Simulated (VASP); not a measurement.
# Pd (Fm-3m) in VASP: further runs

The runs below take Pd through single point, with PBEsol.

Everything below comes from runs of VASP 6.6.1. Logs are shortened: lines on timing, memory, paths and dates and some standing lists are left out, and cuts for length are marked.

### 1 The cell of the first run

The structure is cubic, space group Fm-3m (No. 225). The conventional cell has a = 3.878 Å, b = 3.878 Å, c = 3.878 Å, α = 90.00°, β = 90.00°, γ = 90.00°. Within 3.6 Å of Pd (site symmetry m-3m) lie 12 Pd at 2.74 Å.

### 2 Single point, PBEsol, collinear spin

The input, INCAR:

```
SYSTEM = Pd
PREC = Accurate ; ENCUT = 520
EDIFF = 1E-6 ; ISMEAR = -1
SIGMA = 0.05 ; LREAL = .False.
LASPH = .True. ; NELM = 150
ALGO = Normal ; ISIF = 2
LWAVE = .False. ; LCHARG = .False.
ISPIN = 2 ; MAGMOM = 0.5
LORBIT = 11 ; LMAXMIX = 4
GGA = PS ; NBANDS = 15
```

The input, KPOINTS:

```
Automatic mesh
0
Gamma
  14 14 14
  0 0 0
```

The input, POSCAR:

```
Pd
1.0
    0.0000000000      1.9391912856      1.9391912856
    1.9391912856      0.0000000000      1.9391912856
    1.9391912856      1.9391912856      0.0000000000
Pd
1
Direct
    0.0000000000      0.0000000000      0.0000000000
```

Potentials or basis: VASP PAW PBE potentials, release 64 (Pd).

Command:

```sh
> cat potpaw_PBE.64/Pd/POTCAR > POTCAR
> mpirun -np 1 vasp_std > vasp.out
```

OUTCAR:

```text
SYSTEM = Pd
   PREC = Accurate
   ENCUT = 520
   EDIFF = 1E-6
   ISMEAR = -1
   LREAL = .False.
   LASPH = .True.
   NELM = 150
   ISIF = 2
   ISPIN = 2
   LORBIT = 11
   GGA = PS

 ion  position               nearest neighbor table
   1  0.000  0.000  0.000-

  LATTYP: Found a face centered cubic cell.
 ALAT       =     3.8783825712

  Lattice vectors:

 A1 = (   0.0000000000,   1.9391912856,   1.9391912856)
 A2 = (   1.9391912856,   0.0000000000,   1.9391912856)
 A3 = (   1.9391912856,   1.9391912856,   0.0000000000)

Analysis of symmetry for initial positions (statically):
=====================================================================
 Subroutine PRICEL returns:
 Original cell was already a primitive cell.

 Routine SETGRP: Setting up the symmetry group for a
 face centered cubic supercell.

 Subroutine GETGRP returns: Found 48 space group operations
 (whereof 48 operations were pure point group operations)
 out of a pool of 48 trial point group operations.

The static configuration has the point symmetry O_h .

Analysis of symmetry for dynamics (positions and initial velocities):
=====================================================================
 Subroutine PRICEL returns:
 Original cell was already a primitive cell.

 Routine SETGRP: Setting up the symmetry group for a
 face centered cubic supercell.

 Subroutine GETGRP returns: Found 48 space group operations
 (whereof 48 operations were pure point group operations)
 out of a pool of 48 trial point group operations.

The dynamic configuration has the point symmetry O_h .

Analysis of structural, dynamic, and magnetic symmetry:
=====================================================================
 Subroutine PRICEL returns:
 Original cell was already a primitive cell.

 Routine SETGRP: Setting up the symmetry group for a
 face centered cubic supercell.

 Subroutine GETGRP returns: Found 48 space group operations
 (whereof 48 operations were pure point group operations)
 out of a pool of 48 trial point group operations.

The overall configuration has the point symmetry O_h .

 Subroutine INISYM returns: Found 48 space group operations
 (whereof 48 operations are pure point group operations),
 and found     1 'primitive' translations

----------------------------------------------------------------------------------------

                                     Primitive cell

  volume of cell :      14.5845

  direct lattice vectors                    reciprocal lattice vectors
     0.000000000  1.939191286  1.939191286    -0.257839443  0.257839443  0.257839443
[... 123 lines left out ...]
 Free energy of the ion-electron system (eV)
  ---------------------------------------------------
  ext. energy  EPLUGINS =         0.00000000
  ---------------------------------------------------
  free energy    TOTEN  =        -5.96201757 eV

  energy without entropy =       -5.94334992  energy(sigma->0) =       -5.95268375

 E-fermi :   9.8276     XC(G=0): -13.4510

 val. band max:        9.8253546580   @ k =  -0.4286   0.2857   0.0000
 cond. band min:       9.8322045263   @ k =   0.4286   0.0714   0.0000
 fundamental gap:      0.0068498682
 Fermi energy:         9.8275572809

 spin component 1

 k-point     1 :       0.0000    0.0000    0.0000
  band No.  band energies     occupation
      1       2.4649      1.00000
      2       6.7905      1.00000
      3       6.7905      1.00000
      4       6.7905      1.00000
      5       8.4634      1.00000
      6       8.4634      1.00000
      7      26.9313      0.00000
      8      31.7640      0.00000
      9      31.7640      0.00000
     10      31.7640      0.00000
     11      35.6655      0.00000
     12      37.1791      0.00000
     13      40.5333      0.00000
     14      40.5333      0.00000
[... 403 lines left out ...]
      4       7.5339      1.00000
      5       8.5993      1.00000
      6       9.0373      1.00000
      7      25.1753      0.00000
      8      28.4164      0.00000
      9      29.6471      0.00000
     10      31.5129      0.00000
     11      35.4812      0.00000
     12      36.5262      0.00000
     13      37.9438      0.00000
     14      38.4506      0.00000
     15      41.7445      0.00000

 [... further k-points ...]

 spin component 2

 k-point     1 :       0.0000    0.0000    0.0000
  band No.  band energies     occupation
      1       2.5038      1.00000
      2       7.0196      1.00000
      3       7.0196      1.00000
      4       7.0196      1.00000
      5       8.6675      1.00000
      6       8.6675      1.00000
      7      26.9600      0.00000
      8      31.7925      0.00000
      9      31.7925      0.00000
     10      31.7925      0.00000
     11      36.0466      0.00000
     12      37.1985      0.00000
     13      40.6073      0.00000
     14      40.6073      0.00000
[... 403 lines left out ...]
      4       7.7581      1.00000
      5       8.8012      1.00000
      6       9.2560      0.99999
      7      25.2464      0.00000
      8      28.4595      0.00000
      9      29.7136      0.00000
     10      31.5693      0.00000
     11      35.7765      0.00000
     12      36.7196      0.00000
     13      37.9968      0.00000
     14      38.5166      0.00000
     15      41.8277      0.00000

 [... further k-points ...]

------------------------ aborting loop because EDIFF is reached ----------------------------------------

  FORCE on cell =-STRESS in cart. coord.  units (eV):
  Direction    XX          YY          ZZ          XY          YZ          ZX
  --------------------------------------------------------------------------------------
  -------------------------------------------------------------------------------------
  Total       -0.0303425     -0.0303425     -0.0303425     -0.0000000     -0.0000000     -0.0000000
  in kB       -3.3332661     -3.3332661     -3.3332661     -0.0000000     -0.0000000     -0.0000000
  external PRESSURE =      -3.3332661 kB  Pullay stress =       0.0000000 kB

 VOLUME and BASIS-vectors are now :
 -----------------------------------------------------------------------------
  energy-cutoff  :      520.00
  volume of cell :       14.58
      direct lattice vectors                 reciprocal lattice vectors
     0.000000000  1.939191286  1.939191286    -0.257839443  0.257839443  0.257839443
     1.939191286  0.000000000  1.939191286     0.257839443 -0.257839443  0.257839443
     1.939191286  1.939191286  0.000000000     0.257839443  0.257839443 -0.257839443

 POSITION                                       TOTAL-FORCE (eV/Angst)
 -----------------------------------------------------------------------------------
      0.00000      0.00000      0.00000         0.000000      0.000000      0.000000
 -----------------------------------------------------------------------------------
    total drift:                                0.000000      0.000000     -0.000000

  FREE ENERGIE OF THE ION-ELECTRON SYSTEM (eV)
  ---------------------------------------------------
  free  energy   TOTEN  =        -5.9620175720 eV

  energy  without entropy=       -5.9433499218  energy(sigma->0) =       -5.95268375

 total charge

# of ion       s       p       d       tot
------------------------------------------
    1        0.490   0.497   8.462   9.449

 magnetization (x)

# of ion       s       p       d       tot
------------------------------------------
    1        0.001  -0.002   0.309   0.308
```

Wall time 24 s (1 thread of Intel Xeon Platinum 8375C at 2.90GHz (Ice Lake), shared host); peak memory 0.15 GiB.

What came out:

- Free energy: -5.9620 eV
- Pressure: -0.3 GPa
- Net moment: 0.31 μB per cell
- Site moments: Pd +0.31 μB
- Valence electrons inside the program's atomic spheres: Pd 9.45

Caveat: the PAW data sets were made with another functional, which shifts forces and pressure a little.

### 3 Single point, PBEsol, collinear spin

The input, INCAR:

```
PREC = Accurate
ENCUT = 520
EDIFF = 1E-6
ISMEAR = -1
SIGMA = 0.05
LREAL = F
LASPH = T
NELM = 150
ALGO = Normal
ISIF = 2
LWAVE = F
LCHARG = F
ISPIN = 2
MAGMOM = 0.312
LORBIT = 11
LMAXMIX = 4
GGA = PS
NBANDS = 15
```

The input, KPOINTS:

```
regular mesh
0
Gamma
  23 23 23
```

POSCAR is that of step 2.

Potentials or basis: VASP PAW PBE potentials, release 64 (Pd).

Command:

```sh
> cat potpaw_PBE.64/Pd/POTCAR > POTCAR
> mpirun -np 1 vasp_std > vasp.out
```

It took 1.9 min on 1 thread of Intel Xeon Platinum 8375C at 2.90GHz (Ice Lake), shared host; peak memory 0.23 GiB.

The run converged. Its results:

* Free energy: -5.9702 eV
* Pressure: -0.8 GPa
* Band gap on the k mesh: zero (filled and empty bands overlap)
* Net moment: 0.00 μB per cell
* Valence electrons inside the program's atomic spheres: Pd 9.45

Levels at points of the mesh, in eV from the Fermi level:
Spin up:
```csv
k point,band 1,band 2,band 3,band 4,band 5,band 6,band 7,band 8,band 9,band 10
"(0.00, 0.00, 0.00)",-7.32,-2.90,-2.90,-2.90,-1.24,-1.24,17.14,21.97,21.97,21.97
```
Spin down:
```
           k point  band 2  band 3  band 4  band 5  band 6  band 7  band 8  band 9
(0.00, 0.00, 0.00)   -2.91   -2.91   -2.91   -1.24   -1.24   17.14   21.97   21.97
```

Caveat: the PAW data sets were made with another functional, which shifts forces and pressure a little.
